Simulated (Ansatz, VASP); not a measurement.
# CsPbCl3 in VASP and in Ansatz

Contents of INCAR:

```
PREC = Accurate ; ENCUT = 520
EDIFF = 1E-7 ; ISMEAR = 0
SIGMA = 0.05 ; LREAL = False
LASPH = True ; NELM = 80
ALGO = Normal ; ISIF = 2
LWAVE = False ; LCHARG = False
GGA = PS ; NBANDS = 30
```

The input KPOINTS:

```
regular mesh
0
Gamma
  6 6 6
```

File POSCAR:

```
CsPbCl3
1.0
    5.8852500000      0.0000000000      0.0000000000
    0.0000000000      5.8852500000      0.0000000000
    0.0000000000      0.0000000000      5.8852500000
Cs Pb Cl
1 1 3
Direct
    0.0000000000      0.0000000000      0.0000000000
    0.5000000000      0.5000000000      0.5000000000
    0.0000000000      0.5000000000      0.5000000000
    0.5000000000      0.0000000000      0.5000000000
    0.5000000000      0.5000000000      0.0000000000
```

Input for Ansatz:

```yaml
crystal:
  lattice:
    - [5.88525, 0.0, 0.0]
    - [0.0, 5.88525, 0.0]
    - [0.0, 0.0, 5.88525]
  atoms:
    - { symbol: Cs, position: [0.0, 0.0, 0.0] }
    - { symbol: Pb, position: [0.5, 0.5, 0.5] }
    - { symbol: Cl, position: [0.0, 0.5, 0.5] }
    - { symbol: Cl, position: [0.5, 0.0, 0.5] }
    - { symbol: Cl, position: [0.5, 0.5, 0.0] }
basis:
  ecutwfc: 420
kpoints:
  mp_grid: { grid: [6, 6, 6] }
hamiltonian:
  xc: pbesol
scf:
  occupations: { method: gaussian, width: 0.05 }
output:
  forces: true
  stress: true
  eigenvalues: true
```

Change from the starting cell: strain +0.050 along x and y, +0.050 along z, atoms carried along.

Alike in both runs: task single point; functional PBEsol; k mesh 6 × 6 × 6; occupations gaussian, width 0.05 eV; no spin polarisation.

|  | VASP | Ansatz |
| --- | --- | --- |
| version | VASP 6.6.1 | Ansatz 0.2.0 |
| potentials or method | VASP PAW PBE potentials, release 64 (Cs_sv, Pb_d, Cl), cutoff 520 eV | scalar-relativistic, plane waves, PAW |
| valence electrons in the cell | 44 | 44 |

|  | VASP | Ansatz | Ansatz less VASP |
| --- | --- | --- | --- |
| gap on the k mesh at the Fermi level (eV) | 2.33 | 2.33 | -0.004 |
| least direct gap on the mesh (eV) | 2.33 | 2.33 | -0.004 |
| pressure (GPa) | -2.5 | -2.5 | +0.03 |

VASP's potentials were made for PBE, not for PBEsol.

Neither program's run includes spin-orbit coupling.
